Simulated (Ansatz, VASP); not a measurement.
**Ca3Y in VASP and in Ansatz**

File INCAR:

```
PREC = Accurate
ENCUT = 520
EDIFF = 1E-6
ISMEAR = 1
SIGMA = 0.1
LREAL = False
LASPH = True
NELM = 80
ALGO = Normal
ISIF = 2
LWAVE = False
LCHARG = False
NBANDS = 28
```

The input KPOINTS:

```
Automatic mesh
0
Gamma
  5 5 5
```

POSCAR

```
Ca3Y
1.0
    5.4307898796      0.0000000000      0.0000000000
    0.0000000000      5.4307898796      0.0000000000
    0.0000000000      0.0000000000      5.4307898796
Ca Y
3 1
Direct
    0.0000000000      0.5000000000      0.5000000000
    0.5000000000      0.0000000000      0.5000000000
    0.5000000000      0.5000000000      0.0000000000
    0.0000000000      0.0000000000      0.0000000000
```

Input for Ansatz:

```yaml
crystal:
  lattice:
    - [5.430789879612605, 0.0, 0.0]
    - [0.0, 5.430789879612605, 0.0]
    - [0.0, 0.0, 5.430789879612605]
  atoms:
    - { symbol: Ca, position: [0.0, 0.5, 0.5] }
    - { symbol: Ca, position: [0.5, 0.0, 0.5] }
    - { symbol: Ca, position: [0.5, 0.5, 0.0] }
    - { symbol: "Y", position: [0.0, 0.0, 0.0] }
basis:
  ecutwfc: 571.4391111657479
kpoints:
  mp_grid:
    grid: [5, 5, 5]
hamiltonian:
  xc: lda
  pseudopotentials:
    kind: paw
scf:
  occupations:
    method: cold
    width: 0.1
output:
  stress: true
```

Alike in both runs: task single point; functional LDA; k mesh 5 × 5 × 5; no spin polarisation.

```csv
,VASP,Ansatz
version,VASP 6.6.1,Ansatz 0.2.0
potentials or method,"VASP PAW LDA potentials, release 64 (Ca_sv, Y_sv), cutoff 520 eV","plane waves, PAW"
occupations,"methfessel-paxton of order 1, width 0.1 eV","cold, width 0.1 eV"
valence electrons in the cell,41,41
```

Ansatz gave:

- pressure (GPa): -2.4

Question: What did VASP give for the same quantities?

Answer: Pressure (GPa): -2.3.

LDA's correlation is that of Perdew and Zunger in VASP and of Perdew and Wang (1992) in Ansatz.
